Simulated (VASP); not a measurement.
The system is HgF3.

```
Hg F
1.0
     0.00000    2.86317    2.86317
     2.86317    0.00000    2.86317
     2.86317    2.86317    0.00000
Hg F
1 3
Direct
  0.00000 0.00000 0.00000
  0.50000 0.50000 0.50000
  0.75000 0.75000 0.75000
  0.25000 0.25000 0.25000
```

Base run:

| Property | Result |
| --- | --- |
| Program | VASP 6.6.1 |
| Functional | PBE |
| Potentials or basis | VASP PAW PBE potentials, release 64 (Hg, F) |
| Cutoff | 520 eV |
| k mesh | 8 × 8 × 8 |
| Occupations | gaussian, width 0.02 eV |
| Spin | no spin polarisation |

Its results: pressure 1.4 GPa.

Question: The run is repeated on the same cell with these changes: functional from PBE to RPBE; occupations from gaussian, width 0.02 eV to gaussian, width 0.1 eV. What comes out?

Answer: Pressure 7.1 GPa.

Caveats: an odd number of electrons without spin polarisation forces a metal; a magnetic or distorted state may lie lower; the PAW data sets were made with another functional, which shifts forces and pressure a little (some runs).
